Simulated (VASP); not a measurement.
# Rh (P6_3/mmc) in VASP: a series of runs

The runs below take Rh through single point, with PBEsol.

Everything below comes from runs of VASP 6.6.1. Logs are shortened: lines on timing, memory, paths and dates and some standing lists are left out, and cuts for length are marked.

### 1 The cell of the first run

Symmetry: P6_3/mmc, No. 194, hexagonal system. Conventional cell: a = 2.652 Å, b = 2.652 Å, c = 4.278 Å, α = 90.00°, β = 90.00°, γ = 120.00°. Rh (site symmetry -6m2) has 12 Rh at 2.63 to 2.65 Å within 3.5 Å.

This isn't the form of Rh at room conditions, which is fcc.

### 2 Single point, PBEsol (13.03 Å³/atom)

INCAR reads:

```
SYSTEM = Rh
PREC = Accurate
ENCUT = 520
EDIFF = 1E-6
ISMEAR = -1
SIGMA = 0.1
LREAL = .False.
LASPH = .True.
NELM = 60
ALGO = Normal
ISIF = 2
LWAVE = .False.
LCHARG = .True.
GGA = PS
LELF = .True.
LVHAR = .True.
NBANDS = 22
```

KPOINTS reads:

```
regular mesh
0
Gamma
  15 15 8
  0 0 0
```

POSCAR reads:

```
Rh
1.0
    2.6523583524      0.0000000000      0.0000000000
   -1.3261791762      2.2970097131      0.0000000000
    0.0000000000      0.0000000000      4.2783205098
Rh
2
Direct
    0.3333333333      0.6666666667      0.2500000000
    0.6666666667      0.3333333333      0.7500000000
```

Potentials or basis: VASP PAW PBE potentials, release 64 (Rh_pv).

Run with:

```sh
> cat potpaw_PBE.64/Rh_pv/POTCAR > POTCAR
> mpirun -np 1 vasp_std > vasp.out
```

OUTCAR:

```text
SYSTEM = Rh
   PREC = Accurate
   ENCUT = 520
   EDIFF = 1E-6
   ISMEAR = -1
   LREAL = .False.
   LASPH = .True.
   NELM = 60
   ISIF = 2
   GGA = PS

 ion  position               nearest neighbor table
   1  0.333  0.667  0.250-   2 2.63   2 2.63   2 2.63   2 2.63   2 2.63   2 2.63
   2  0.667  0.333  0.750-   1 2.63   1 2.63   1 2.63   1 2.63   1 2.63   1 2.63

  LATTYP: Found a hexagonal cell.
 ALAT       =     2.6523583524
 C/A-ratio  =     1.6130250673

  Lattice vectors:

 A1 = (   2.6523583524,   0.0000000000,   0.0000000000)
 A2 = (  -1.3261791762,   2.2970097131,   0.0000000000)
 A3 = (   0.0000000000,   0.0000000000,   4.2783205098)

Analysis of symmetry for initial positions (statically):
=====================================================================
 Subroutine PRICEL returns:
 Original cell was already a primitive cell.

 Routine SETGRP: Setting up the symmetry group for a
 hexagonal supercell.

 Subroutine GETGRP returns: Found 24 space group operations
 (whereof 12 operations were pure point group operations)
 out of a pool of 24 trial point group operations.

The static configuration has the point symmetry D_3d.
 The point group associated with its full space group is D_6h.

Analysis of symmetry for dynamics (positions and initial velocities):
=====================================================================
 Subroutine PRICEL returns:
 Original cell was already a primitive cell.

 Routine SETGRP: Setting up the symmetry group for a
 hexagonal supercell.

 Subroutine GETGRP returns: Found 24 space group operations
 (whereof 12 operations were pure point group operations)
 out of a pool of 24 trial point group operations.

The dynamic configuration has the point symmetry D_3d.
 The point group associated with its full space group is D_6h.

 Subroutine INISYM returns: Found 24 space group operations
 (whereof 12 operations are pure point group operations),
 and found     1 'primitive' translations

----------------------------------------------------------------------------------------

                                     Primitive cell

  volume of cell :      26.0656

  direct lattice vectors                    reciprocal lattice vectors
     2.652358352  0.000000000  0.000000000     0.377022961  0.217674308  0.000000000
    -1.326179176  2.297009713  0.000000000     0.000000000  0.435348616  0.000000000
     0.000000000  0.000000000  4.278320510     0.000000000  0.000000000  0.233736579

  length of vectors
[... 80 lines left out ...]
   ENCUT  =  520.0 eV  38.22 Ry    6.18 a.u.   4.93  4.93  7.95*2*pi/ulx,y,z
   NELM   =     60;   NELMIN=  2; NELMDL= -5     # of ELM steps
   EDIFF  = 0.1E-05   stopping-criterion for ELM
   LREAL  =      F    real-space projection
   EDIFFG = 0.1E-04   stopping-criterion for IOM
   NSW    =      0    number of steps for IOM
   IBRION =     -1    ionic relax: 0-MD 1-quasi-New 2-CG
   NFREE  =      0    steps in history (QN), initial steepest desc. (CG)
   ISIF   =      2    stress and relaxation
   ISYM   =      2    0-nonsym 1-usesym 2-fastsym
   POTIM  = 0.5000    time-step for ionic-motion
   TEBEG  =    0.0;   TEEND  =   0.0 temperature during run
   PSTRESS=    0.0 pullay stress
   NELECT =      30.0000    total number of electrons
   NUPDOWN=      -1.0000    fix difference up-down
   EMIN   =  10.00;   EMAX   =-10.00  energy-range for DOS
   EFERMI =   0.00;   METHOD = LEGACY
   ISMEAR =    -1;   SIGMA  =   0.10  broadening in eV -4-tet -1-fermi 0-gaus
   EFERMI_NEDOS =   21; number of points for ismear=-14 and -15
   IALGO  =     38    algorithm
   IMIX   =      4    mixing-type and parameters
     AMIX     =   0.40;   BMIX     =  1.00
     AMIX_MAG =   1.60;   BMIX_MAG =  1.00
  volume/ion in A,a.u.               =      13.03        87.95
  Fermi-wavevector in a.u.,A,eV,Ry     =   1.715639  3.242087 40.047602  2.943416
  Thomas-Fermi vector in A             =   2.792973
   LORBIT       =      0    0 simple, 1 ext, 2 COOP (PROOUT), +10 PAW based schemes
   GGA     = PS    functional components
   LHFCALC =     F    Hartree Fock is set to
   AEXX    =    0.0000 exact exchange contribution
   IVDW    =     0    specifies the selected vdW correction
   LEPSILON=     F    determine dielectric tensor
   LRPA    =     F    only Hartree local field effects (RPA)
 non-spin polarized calculation
  energy-cutoff  :      520.00
  volume of cell :       26.07
 maximum number of plane-waves:       732
 NGX is ok and might be reduce to    20
   NGX =  9   NGY =  9   NGZ = 15

 number of electron      29.9999992 magnetization

 Free energy of the ion-electron system (eV)
  ---------------------------------------------------
  ext. energy  EPLUGINS =         0.00000000
  ---------------------------------------------------
  free energy    TOTEN  =       -16.20534972 eV

  energy without entropy =      -16.10614194  energy(sigma->0) =      -16.15574583

 E-fermi :  12.8629     XC(G=0): -14.5637

 val. band max:       12.8568139500   @ k =   0.4000   0.2000   0.2500
 cond. band min:      12.8701661926   @ k =   0.2000   0.0667   0.3750
 fundamental gap:      0.0133522425
 Fermi energy:        12.8629486563

 k-point     1 :       0.0000    0.0000    0.0000
  band No.  band energies     occupation
      1     -34.5572      2.00000
      2     -33.7664      2.00000
      3     -33.7664      2.00000
      4     -33.6452      2.00000
      5     -33.6366      2.00000
      6     -33.6366      2.00000
[... 589 lines left out ...]
     21      25.7528      0.00000
     22      28.0960      0.00000

 [... further k-points ...]

------------------------ aborting loop because EDIFF is reached ----------------------------------------

  FORCE on cell =-STRESS in cart. coord.  units (eV):
  Direction    XX          YY          ZZ          XY          YZ          ZX
  --------------------------------------------------------------------------------------
  -------------------------------------------------------------------------------------
  Total        2.1105185      2.1105185      2.1104754      0.0000000      0.0000000      0.0000000
  in kB      129.7273066    129.7273066    129.7246573      0.0000000      0.0000000      0.0000000
  external PRESSURE =     129.7264235 kB  Pullay stress =       0.0000000 kB

 VOLUME and BASIS-vectors are now :
 -----------------------------------------------------------------------------
  energy-cutoff  :      520.00
  volume of cell :       26.07
      direct lattice vectors                 reciprocal lattice vectors
     2.652358352  0.000000000  0.000000000     0.377022961  0.217674308  0.000000000
    -1.326179176  2.297009713  0.000000000     0.000000000  0.435348616  0.000000000
     0.000000000  0.000000000  4.278320510     0.000000000  0.000000000  0.233736579

 POSITION                                       TOTAL-FORCE (eV/Angst)
 -----------------------------------------------------------------------------------
     -0.00000      1.53134      1.06958        -0.000000      0.000000      0.000000
      1.32618      0.76567      3.20874         0.000000      0.000000      0.000000
 -----------------------------------------------------------------------------------
    total drift:                               -0.000000      0.000000     -0.000000

  FREE ENERGIE OF THE ION-ELECTRON SYSTEM (eV)
  ---------------------------------------------------
  free  energy   TOTEN  =       -16.2053497181 eV

  energy  without entropy=      -16.1061419358  energy(sigma->0) =      -16.15574583
```

Run time: 21 s. Hardware: 1 thread of Intel Xeon 6975P-C (Granite Rapids), shared host; peak memory 0.18 GiB.

Results:

* Free energy: -16.2053 eV
* Pressure: 13.0 GPa
* Band gap on the k mesh: zero (bands 15 and 16 overlap by 2.56 eV)

Caveat: the cell stands under pressure; the PAW data sets were made with another functional, which shifts forces and pressure a little.

### 3 Single point, PBEsol (13.58 Å³/atom)

This run uses another cell than the first one, of 13.58 Å³/atom.

INCAR reads:

```
SYSTEM = Rh
  ALGO = Normal
  EDIFF = 1E-6
  ENCUT = 520
  GGA = PS
  ISIF = 2
  ISMEAR = -1
  LASPH = .TRUE.
  LCHARG = .FALSE.
  LREAL = .FALSE.
  LWAVE = .FALSE.
  NBANDS = 22
  NELM = 80
  PREC = Accurate
  SIGMA = 0.1
```

KPOINTS reads:

```
k-points
0
G
  15 15 8
  0 0 0
```

POSCAR reads:

```
Rh
1.0
    2.6886965440      0.0000000000      0.0000000000
   -1.3443482720      2.3284795102      0.0000000000
    0.0000000000      0.0000000000      4.3369349237
Rh
2
Direct
    0.3333333333      0.6666666667      0.2500000000
    0.6666666667      0.3333333333      0.7500000000
```

Potentials or basis: VASP PAW PBE potentials, release 64 (Rh_pv).

Run with:

```sh
> cat potpaw_PBE.64/Rh_pv/POTCAR > POTCAR
> mpirun -np 1 vasp_std > vasp.out
```

Run time: 20 s. Hardware: 1 thread of Intel Xeon 6975P-C (Granite Rapids), shared host; peak memory 0.18 GiB.

Results (log left out):

- Free energy: -16.2480 eV
- Pressure: -0.2 GPa
- Band gap on the k mesh: zero (bands 15 and 16 overlap by 2.40 eV)

Stress tensor (GPa, compression positive):
```
-0.04  0.00  0.00
 0.00 -0.04  0.00
 0.00  0.00 -0.40
```

Levels at points of the mesh, in eV from the Fermi level:
| k point | band 11 | band 12 | band 13 | band 14 | band 15 | band 16 | band 17 | band 18 | band 19 | band 20 |
| --- | --- | --- | --- | --- | --- | --- | --- | --- | --- | --- |
| (0.00, 0.00, 0.00) | -3.11 | -2.56 | -2.56 | -1.97 | -1.97 | 0.15 | 0.15 | 0.66 | 8.75 | 15.81 |
| (0.00, 0.00, 0.50) | -3.22 | -3.22 | -3.22 | -3.22 | -0.43 | -0.43 | -0.43 | -0.43 | 14.87 | 14.87 |

Caveat: the PAW data sets were made with another functional, which shifts forces and pressure a little.
